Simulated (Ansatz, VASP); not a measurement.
**Ge: VASP beside Ansatz**

```
CELL_PARAMETERS angstrom
0.00000 2.94192 2.94192
2.94192 0.00000 2.94192
2.94192 2.94192 0.00000
ATOMIC_POSITIONS crystal
Ge 0.50000 0.50000 0.50000
Ge 0.75000 0.75000 0.75000
```

Change from the starting cell: strain +0.040 along x and y, +0.040 along z, atoms carried along.

Alike in both runs: task single point; functional PBE; k mesh 14 × 14 × 14; occupations gaussian, width 0.15 eV; no spin polarisation.

|  | VASP | Ansatz |
| --- | --- | --- |
| version | VASP 6.6.1 | Ansatz 0.2.0 |
| potentials or method | VASP PAW PBE potentials, release 64 (Ge_d), cutoff 500 eV | scalar-relativistic, plane waves, PAW |
| valence electrons in the cell | 28 | 28 |

VASP gave:

| Quantity | Value |
| --- | --- |
| gap on the k mesh at the Fermi level (eV) | none |
| pressure (GPa) | -3.3 |

**Question.** Estimate Ansatz's values.

**Answer.** gap on the k mesh at the Fermi level (eV): none; pressure (GPa): -3.2.

A gap of «none» marks a metal or a gap that the smearing closes. The functional is the same, so the differences come from potentials, cutoffs and numerics.
